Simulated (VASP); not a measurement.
# Ga3Sb5 (P4/mmm) in VASP: single point with PBE

Aim: the single point of Ga3Sb5 with PBE.

Everything below comes from runs of VASP 6.6.1. Logs are shortened: lines on timing, memory, paths and dates and some standing lists are left out, and cuts for length are marked.

## 1. The cell of the first run

It takes space group P4/mmm (No. 123, tetragonal). The conventional cell has a = 5.960 Å, b = 5.960 Å, c = 5.969 Å, α = 90.00°, β = 90.00°, γ = 90.00°. Sb (site symmetry mmm) has 4 Ga at 2.98 Å and 2 Sb at 2.98 Å within 3.9 Å. Sb (site symmetry mmm) has 4 Sb at 2.98 Å and 2 Ga at 2.98 Å within 3.9 Å. Sb (site symmetry 4/mmm) has 4 Sb at 2.98 Å and 2 Ga at 2.98 Å within 3.9 Å. Within 3.9 Å of Ga (site symmetry 4/mmm) lie 6 Sb at 2.98 Å. Ga (site symmetry 4/mmm) has 4 Sb at 2.98 Å and 2 Ga at 2.98 Å within 3.9 Å. Within 3.9 Å of Ga (site symmetry 4/mmm) lie 4 Sb at 2.98 Å and 2 Ga at 2.98 Å.

## 2. Single point, PBE

INCAR

```
SYSTEM = Ga3Sb5
PREC = Accurate
ENCUT = 520
EDIFF = 1E-6
ISMEAR = 0
SIGMA = 0.1
LREAL = .False.
LASPH = .True.
NELM = 100
ALGO = Normal
ISIF = 2
LWAVE = .False.
LCHARG = .False.
GGA = PE
NBANDS = 42
```

KPOINTS

```
Automatic mesh
0
Gamma
  6 6 6
  0 0 0
```

POSCAR

```
Ga3Sb5
1.0
   -5.9601543969      0.0000000000      0.0000000000
    0.0000000000      0.0000000000      5.9601543969
    0.0000000000      5.9685631249      0.0000000000
Sb Ga
5 3
Direct
    0.5000000000      0.0000000000      0.0000000000
    0.5000000000      0.0000000000      0.5000000000
    0.5000000000      0.5000000000      0.5000000000
    0.0000000000      0.5000000000      0.0000000000
    0.0000000000      0.5000000000      0.5000000000
    0.5000000000      0.5000000000      0.0000000000
    0.0000000000      0.0000000000      0.0000000000
    0.0000000000      0.0000000000      0.5000000000
```

Potentials or basis: VASP PAW PBE potentials, release 64 (Sb, Ga_d).

The run is started by

```sh
$ cat potpaw_PBE.64/Sb/POTCAR potpaw_PBE.64/Ga_d/POTCAR > POTCAR
$ mpirun -np 1 vasp_std > vasp.out
```

OUTCAR:

```text
SYSTEM = Ga3Sb5
   PREC = Accurate
   ENCUT = 520
   EDIFF = 1E-6
   ISMEAR = 0
   LREAL = .False.
   LASPH = .True.
   NELM = 100
   ISIF = 2
   GGA = PE

 ion  position               nearest neighbor table
   1  0.500  0.000  0.000-   6 2.98   7 2.98   6 2.98   7 2.98   2 2.98   2 2.98
   2  0.500  0.000  0.500-   3 2.98   8 2.98   3 2.98   8 2.98   1 2.98   1 2.98
   3  0.500  0.500  0.500-   2 2.98   5 2.98   2 2.98   5 2.98   6 2.98   6 2.98
   4  0.000  0.500  0.000-   6 2.98   7 2.98   7 2.98   6 2.98   5 2.98   5 2.98
   5  0.000  0.500  0.500-   3 2.98   8 2.98   8 2.98   3 2.98   4 2.98   4 2.98
   6  0.500  0.500  0.000-   1 2.98   4 2.98   1 2.98   4 2.98   3 2.98   3 2.98
   7  0.000  0.000  0.000-   1 2.98   4 2.98   4 2.98   1 2.98
   8  0.000  0.000  0.500-   2 2.98   5 2.98   5 2.98   2 2.98

  LATTYP: Found a simple tetragonal cell.
 ALAT       =     5.9601543969
 C/A-ratio  =     1.0014108239

  Lattice vectors:

 A1 = (  -5.9601543969,   0.0000000000,   0.0000000000)
 A2 = (   0.0000000000,   0.0000000000,   5.9601543969)
 A3 = (   0.0000000000,   5.9685631249,   0.0000000000)

Analysis of symmetry for initial positions (statically):
=====================================================================
 Subroutine PRICEL returns:
 Original cell was already a primitive cell.

 Routine SETGRP: Setting up the symmetry group for a
 simple tetragonal supercell.

 Subroutine GETGRP returns: Found 16 space group operations
 (whereof 16 operations were pure point group operations)
 out of a pool of 16 trial point group operations.

The static configuration has the point symmetry D_4h.

Analysis of symmetry for dynamics (positions and initial velocities):
=====================================================================
 Subroutine PRICEL returns:
 Original cell was already a primitive cell.

 Routine SETGRP: Setting up the symmetry group for a
 simple tetragonal supercell.

 Subroutine GETGRP returns: Found 16 space group operations
 (whereof 16 operations were pure point group operations)
 out of a pool of 16 trial point group operations.

The dynamic configuration has the point symmetry D_4h.

 Subroutine INISYM returns: Found 16 space group operations
 (whereof 16 operations are pure point group operations),
 and found     1 'primitive' translations

----------------------------------------------------------------------------------------

                                     Primitive cell

  volume of cell :     212.0239
[... 102 lines left out ...]
   LREAL  =      F    real-space projection
   EDIFFG = 0.1E-04   stopping-criterion for IOM
   NSW    =      0    number of steps for IOM
   IBRION =     -1    ionic relax: 0-MD 1-quasi-New 2-CG
   NFREE  =      0    steps in history (QN), initial steepest desc. (CG)
   ISIF   =      2    stress and relaxation
   ISYM   =      2    0-nonsym 1-usesym 2-fastsym
   POTIM  = 0.5000    time-step for ionic-motion
   TEBEG  =    0.0;   TEEND  =   0.0 temperature during run
   PSTRESS=    0.0 pullay stress
   NELECT =      64.0000    total number of electrons
   NUPDOWN=      -1.0000    fix difference up-down
   EMIN   =  10.00;   EMAX   =-10.00  energy-range for DOS
   EFERMI =   0.00;   METHOD = LEGACY
   ISMEAR =     0;   SIGMA  =   0.10  broadening in eV -4-tet -1-fermi 0-gaus
   EFERMI_NEDOS =   21; number of points for ismear=-14 and -15
   IALGO  =     38    algorithm
   IMIX   =      4    mixing-type and parameters
     AMIX     =   0.40;   BMIX     =  1.00
     AMIX_MAG =   1.60;   BMIX_MAG =  1.00
  volume/ion in A,a.u.               =      26.50       178.85
  Fermi-wavevector in a.u.,A,eV,Ry     =   1.098179  2.075258 16.408593  1.205998
  Thomas-Fermi vector in A             =   2.234552
   LORBIT       =      0    0 simple, 1 ext, 2 COOP (PROOUT), +10 PAW based schemes
   GGA     = PE    functional components
   LHFCALC =     F    Hartree Fock is set to
   AEXX    =    0.0000 exact exchange contribution
   IVDW    =     0    specifies the selected vdW correction
   LEPSILON=     F    determine dielectric tensor
   LRPA    =     F    only Hartree local field effects (RPA)
 non-spin polarized calculation
 Gauss-broadening in eV      SIGMA  =   0.10
  energy-cutoff  :      520.00
  volume of cell :      212.02
 maximum number of plane-waves:      5832
 NGX is ok and might be reduce to    48
   NGX = 23   NGY = 23   NGZ = 23

 number of electron      63.9999976 magnetization

 Free energy of the ion-electron system (eV)
  ---------------------------------------------------
  ext. energy  EPLUGINS =         0.00000000
  ---------------------------------------------------
  free energy    TOTEN  =       -28.63768548 eV

  energy without entropy =      -28.61392088  energy(sigma->0) =      -28.62580318

 E-fermi :   6.2200     XC(G=0):  -9.8635

 val. band max:        6.1841928297   @ k =   0.5000   0.0000   0.5000
 cond. band min:       6.2336965074   @ k =   0.5000   0.1667   0.5000
 fundamental gap:      0.0495036777
 Fermi energy:         6.2200074699

 k-point     1 :       0.0000    0.0000    0.0000
  band No.  band energies     occupation
      1      -8.6013      2.00000
      2      -8.5871      2.00000
      3      -8.5870      2.00000
      4      -8.5465      2.00000
      5      -8.5465      2.00000
      6      -8.5421      2.00000
[... 1069 lines left out ...]
     41      10.4347      0.00000
     42      11.3422      0.00000

 [... further k-points ...]
[... 5 lines left out ...]
  --------------------------------------------------------------------------------------
  -------------------------------------------------------------------------------------
  Total        0.0280791      0.0207864      0.0280791      0.0000000     -0.0000000      0.0000000
  in kB        0.2121821      0.1570743      0.2121821      0.0000000     -0.0000000      0.0000000
  external PRESSURE =       0.1938128 kB  Pullay stress =       0.0000000 kB

 VOLUME and BASIS-vectors are now :
 -----------------------------------------------------------------------------
  energy-cutoff  :      520.00
  volume of cell :      212.02
      direct lattice vectors                 reciprocal lattice vectors
    -5.960154397  0.000000000  0.000000000    -0.167780888  0.000000000  0.000000000
     0.000000000  0.000000000  5.960154397     0.000000000  0.000000000  0.167780888
     0.000000000  5.968563125  0.000000000     0.000000000  0.167544513  0.000000000

 POSITION                                       TOTAL-FORCE (eV/Angst)
 -----------------------------------------------------------------------------------
     -2.98008      0.00000      0.00000         0.000000      0.000000      0.000000
     -2.98008      2.98428      0.00000         0.000000      0.000000      0.000000
     -2.98008      2.98428      2.98008         0.000000      0.000000      0.000000
      0.00000      0.00000      2.98008         0.000000      0.000000      0.000000
      0.00000      2.98428      2.98008         0.000000      0.000000      0.000000
     -2.98008      0.00000      2.98008         0.000000      0.000000      0.000000
      0.00000      0.00000      0.00000         0.000000      0.000000      0.000000
      0.00000      2.98428      0.00000         0.000000      0.000000      0.000000
 -----------------------------------------------------------------------------------
    total drift:                               -0.000000      0.000000      0.000000

  FREE ENERGIE OF THE ION-ELECTRON SYSTEM (eV)
  ---------------------------------------------------
  free  energy   TOTEN  =       -28.6376854842 eV

  energy  without entropy=      -28.6139208756  energy(sigma->0) =      -28.62580318
```

Wall time 6 min (1 thread of Intel Xeon Platinum 8259CL at 2.50GHz (Skylake/Cascade Lake), shared host); peak memory 0.5 GiB.

Results:

- Free energy: -28.6377 eV
- Pressure: 0.0 GPa
- Band gap on the k mesh: zero (band 32 reaches 6.83 eV, above the bottom of band 33 at 5.28 eV)

Levels at points of the mesh, in eV from the Fermi level:
| k point | band 28 | band 29 | band 30 | band 31 | band 32 | band 33 | band 34 | band 35 | band 36 | band 37 |
| --- | --- | --- | --- | --- | --- | --- | --- | --- | --- | --- |
| (0.00, 0.00, 0.00) | -2.87 | -2.25 | -2.25 | -1.71 | -1.18 | -0.19 | -0.19 | 0.30 | 2.82 | 2.82 |
| (0.50, 0.00, 0.00) | -1.92 | -1.84 | -1.29 | -1.01 | -0.84 | -0.56 | 1.26 | 1.88 | 2.28 | 2.45 |
| (0.50, 0.50, 0.00) | -1.03 | -0.73 | -0.18 | -0.18 | 0.05 | 0.67 | 1.29 | 1.29 | 1.39 | 1.65 |
| (0.00, 0.00, 0.50) | -1.90 | -1.90 | -1.30 | -1.30 | -1.20 | -0.85 | 0.74 | 0.80 | 2.40 | 3.28 |
| (0.50, 0.00, 0.50) | -0.74 | -0.69 | -0.27 | -0.13 | -0.04 | 0.21 | 0.57 | 0.58 | 2.04 | 2.06 |
| (0.50, 0.50, 0.50) | 0.12 | 0.15 | 0.22 | 0.22 | 0.27 | 0.61 | 0.64 | 0.64 | 1.35 | 1.56 |

Caveat: spin-orbit coupling is left out, which moves the levels of the heavy elements.
